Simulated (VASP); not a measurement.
GaSb:

```
Ga Sb
1.0
     0.00000    2.77051    2.77051
     2.77051    0.00000    2.77051
     2.77051    2.77051    0.00000
Ga Sb
1 1
Direct
  0.00000 0.00000 0.00000
  0.75000 0.75000 0.75000
```

| Property | Result |
| --- | --- |
| Program | VASP 6.6.1 |
| Task | relaxation of cell and atoms |
| Functional | PBE |
| Potentials or basis | VASP PAW PBE potentials, release 64 (Ga_d, Sb) |
| Cutoff | 600 eV |
| k mesh | 6 × 6 × 6 |
| Occupations | gaussian, width 0.1 eV |
| Spin | no spin polarisation |

At the start: pressure 34.8 GPa; volume 21.27 Å³/atom.

Task: How do energy, volume and symmetry change on relaxing?

Result: Over 3 steps the energy falls by 689.4 meV/atom and the volume is 30.03 Å³/atom (+41.2 %); space group F-43m (No. 216, to 0.05 Å).

Step by step:
```tsv
step	energy change (eV)	largest force (eV/Å)	pressure (GPa)	volume (Å³)
1	0.0000	0.0000	34.80	42.53
2	-0.9393	0.0000	-6.23	77.77
3	-1.3788	0.0000	-0.02	60.06
```

Final structure:
```cif
data_structure
_symmetry_space_group_name_H-M 'P 1'
_symmetry_Int_Tables_number 1
_cell_length_a 4.3957
_cell_length_b 4.3957
_cell_length_c 4.3957
_cell_angle_alpha 60.000
_cell_angle_beta 60.000
_cell_angle_gamma 60.000
_cell_volume 60.06
loop_
_atom_site_label
_atom_site_type_symbol
_atom_site_fract_x
_atom_site_fract_y
_atom_site_fract_z
_atom_site_occupancy
Ga1 Ga 0.00000 0.00000 0.00000 1
Sb1 Sb 0.75000 0.75000 0.75000 1
```

Caveat: the volume moved by over 15 % at a fixed basis, so the end points are rough.
